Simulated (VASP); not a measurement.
**VH2: single point with PBEsol**

VH2:

```xyz
3
Lattice="0.0000 2.1355 2.1355 2.1355 0.0000 2.1355 2.1355 2.1355 0.0000" Properties=species:S:1:pos:R:3 pbc="T T T"
V     0.0000    0.0000    0.0000
H     1.0677    1.0677    1.0677
H     3.2032    3.2032    3.2032
```

* Program: VASP 6.6.1
* Task: single point
* Functional: PBEsol
* Potentials or basis: VASP PAW PBE potentials, release 64 (V_sv, H)
* Cutoff: 500 eV
* k mesh: 5 × 5 × 5
* Occupations: methfessel-paxton, width 0.1 eV
* Spin: collinear spin, ferromagnetic start
* Starting moments: [1.33, 0.02, 0.02] μB
* Fixed moment: 1.8 μB
* Dipole correction: no
* Further INCAR settings: ALGO = Normal; EDIFF = 1e-06; NBANDS = 18

```json
{
 "Pressure": "-0.3 GPa",
 "Net moment": "1.80 μB per cell",
 "Site moments": "V +1.65; H -0.01 μB",
 "Valence electrons inside the program's atomic spheres": "V 11.60; H 0.59"
}
```

Run time: 15 s on 1 thread of Intel Xeon 8259CL, on a shared host, peak memory 0.15 GiB.

Caveat: the k points lie up to 0.51 Å⁻¹ apart; the PAW data sets were made with another functional, which shifts forces and pressure a little; the total moment is fixed, so each spin has its own Fermi level.
